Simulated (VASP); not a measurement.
# AlNi in VASP: notebook, part 3 of 3

VASP 6.6.1. Earlier steps stand in the parts before.

## Step 5: Electric field gradients, PBEsol, collinear spin, ferromagnetic start (equal xy, yz and zx shear strains of +3 %)

The input, INCAR:

```
SYSTEM = AlNi
PREC = Accurate ; ENCUT = 520
EDIFF = 1E-8 ; ISMEAR = -1
SIGMA = 0.05 ; LREAL = .FALSE.
LASPH = .TRUE. ; NELM = 150
ALGO = Normal ; ISIF = 2
LWAVE = .FALSE. ; LCHARG = .FALSE.
ISPIN = 2 ; MAGMOM = 0 1.5
LORBIT = 11 ; LMAXMIX = 4
GGA = PS ; LEFG = .TRUE.
NBANDS = 18
```

The input, KPOINTS:

```
Automatic mesh
0
G
  13 13 13
  0 0 0
```

The input, POSCAR:

```
AlNi
1.0
    2.8810000000      0.0432150000      0.0432150000
    0.0432150000      2.8810000000      0.0432150000
    0.0432150000      0.0432150000      2.8810000000
Al Ni
1 1
Direct
    0.0000000000      0.0000000000      0.0000000000
    0.5000000000      0.5000000000      0.5000000000
```

Potentials or basis: VASP PAW PBE potentials, release 64 (Al, Ni).

Launch:

```sh
$ cat potpaw_PBE.64/Al/POTCAR potpaw_PBE.64/Ni/POTCAR > POTCAR
$ mpirun -np 1 vasp_std > vasp.out
```

OUTCAR:

```text
SYSTEM = AlNi
   PREC = Accurate
   ENCUT = 520
   EDIFF = 1E-8
   ISMEAR = -1
   LREAL = .FALSE.
   LASPH = .TRUE.
   NELM = 150
   ISIF = 2
   ISPIN = 2
   LORBIT = 11
   GGA = PS

 ion  position               nearest neighbor table
   1  0.000  0.000  0.000-   2 2.47   2 2.47   2 2.47   2 2.47   2 2.47   2 2.47   2 2.57   2 2.57

   2  0.500  0.500  0.500-   1 2.47   1 2.47   1 2.47   1 2.47   1 2.47   1 2.47   1 2.57   1 2.57

  LATTYP: Found a trigonal (rhomboedric) cell.
 ALAT       =     2.8816481521
 COS(alpha) =     0.0302114049

  Lattice vectors:

[... 1256 lines left out ...]

 Electric field gradients after diagonalization (V/A^2)
 (convention: |V_zz| > |V_xx| > |V_yy|)
----------------------------------------------------------------------
 ion       V_xx      V_yy      V_zz     asymmetry (V_yy - V_xx)/ V_zz
----------------------------------------------------------------------
   1      -3.810    -3.810     7.619       0.000
   2      -4.250    -4.250     8.500       0.000
----------------------------------------------------------------------

           NMR quadrupolar parameters

 Cq : quadrupolar parameter    Cq=e*Q*V_zz/h
 eta: asymmetry parameters     (V_yy - V_xx)/ V_zz
 Q  : nuclear electric quadrupole moment in mb (millibarn)
----------------------------------------------------------------------
 ion       Cq(MHz)       eta       Q (mb)
----------------------------------------------------------------------
   1       0.018       0.000       1.000
   2       0.021       0.000       1.000
----------------------------------------------------------------------

 total charge

# of ion       s       p       d       tot
------------------------------------------
    1        0.383   0.413   0.000   0.797
    2        0.481   0.521   8.480   9.482
--------------------------------------------------
tot          0.864   0.934   8.480  10.278

 magnetization (x)

# of ion       s       p       d       tot
------------------------------------------
    1       -0.000   0.000   0.000   0.000
    2       -0.000   0.000  -0.000  -0.000
--------------------------------------------------
tot         -0.000   0.000  -0.000  -0.000
```

OSZICAR:

```text
N       E                     dE             d eps       ncg     rms          rms(c)
DAV:   1     0.443211202728E+02    0.44321E+02   -0.50452E+03 17136   0.756E+02
DAV:   2    -0.104126486820E+02   -0.54734E+02   -0.48040E+02 18154   0.162E+02
DAV:   3    -0.130235879539E+02   -0.26109E+01   -0.25589E+01 19834   0.366E+01
DAV:   4    -0.130571908732E+02   -0.33603E-01   -0.33567E-01 19464   0.367E+00
DAV:   5    -0.130579304405E+02   -0.73957E-03   -0.73952E-03 19278   0.593E-01    0.139E+01
DAV:   6    -0.157207841876E+02   -0.26629E+01   -0.48389E+01 18784   0.827E+01    0.181E+01
DAV:   7    -0.116002477516E+02    0.41205E+01   -0.14171E+01 18830   0.477E+01    0.205E+00
DAV:   8    -0.115795428142E+02    0.20705E-01   -0.41995E-01 21936   0.622E+00    0.111E+00
DAV:   9    -0.115654957458E+02    0.14047E-01   -0.39826E-02 20118   0.182E+00    0.650E-01
DAV:  10    -0.115657049975E+02   -0.20925E-03   -0.14169E-03 23366   0.353E-01    0.206E-01
DAV:  11    -0.115654787847E+02    0.22621E-03   -0.13204E-03 20396   0.295E-01    0.983E-02
DAV:  12    -0.115655455140E+02   -0.66729E-04   -0.18828E-04 21750   0.124E-01    0.425E-02
DAV:  13    -0.115655406955E+02    0.48185E-05   -0.11518E-05 22220   0.378E-02    0.167E-02
DAV:  14    -0.115655402525E+02    0.44300E-06   -0.23458E-06 22680   0.174E-02    0.599E-03
DAV:  15    -0.115655402621E+02   -0.95802E-08   -0.23729E-07 23142   0.450E-03    0.186E-03
DAV:  16    -0.115655402177E+02    0.44441E-07   -0.76148E-09 11254   0.778E-04    0.684E-04
DAV:  17    -0.115655402083E+02    0.93098E-08   -0.13423E-09  8946   0.384E-04
   1 F= -.11565540E+02 E0= -.11562823E+02  d E =-.543477E-02  mag=    -0.0000
```

stdout:

```text
POSCAR found type information on POSCAR AlNi
 POSCAR found :  2 types and       2 ions
 scaLAPACK will be used
 -----------------------------------------------------------------------------
|                                                                             |
|                                                                             |
|     You enforced a specific xc type in the INCAR file but a different       |
|     I HOPE YOU KNOW WHAT YOU ARE DOING!                                     |
|                                                                             |
 -----------------------------------------------------------------------------

 LDA part: xc-table for (Slater+PW92), standard interpolation
 POSCAR, INCAR and KPOINTS ok, starting setup
 FFT: planning ... GRIDC
 FFT: planning ... GRID_SOFT
 FFT: planning ... GRID
 WAVECAR not read
 entering main loop
ion   1

ion   2
```

Run time: 6.5 min. Hardware: 1 thread of Oxide Virtual Turin-like, shared host; peak memory 0.23 GiB.

Results:

* Free energy: -11.5655 eV
* Pressure: -2.7 GPa
* Net moment: 0.00 μB per cell
* Largest electric field gradient by atom: Al +7.6; Ni +8.5 V/Å²
* Valence electrons inside the program's atomic spheres: Al 0.80; Ni 9.48

Levels at points of the mesh, in eV from the Fermi level:
Spin up:
| k point | band 4 | band 5 | band 6 | band 7 | band 8 | band 9 |
| --- | --- | --- | --- | --- | --- | --- |
| (0.00, 0.00, 0.00) | -1.58 | -1.58 | -1.47 | 5.42 | 5.42 | 5.72 |
Spin down:
```
           k point  band 3  band 4  band 5  band 6  band 7  band 8  band 9  band 10
(0.00, 0.00, 0.00)   -3.23   -1.58   -1.58   -1.47    5.42    5.42    5.72     8.17
```

Electric field gradients, principal values (V/Å²):
| atom | least | middle | greatest (by size) |
| --- | --- | --- | --- |
| 1 Al | -3.810 | -3.810 | 7.619 |
| 2 Ni | -4.250 | -4.250 | 8.500 |

Caveat: the cell differs from its parent crystal (equal xy, yz and zx shear strains of +3 %); the moments typed at the start vanished in this run; without QUAD_EFG the Cq values of the log hold for a quadrupole moment of 1 mb, not for the nuclei; the PAW data sets were made with another functional, which shifts forces and pressure a little.
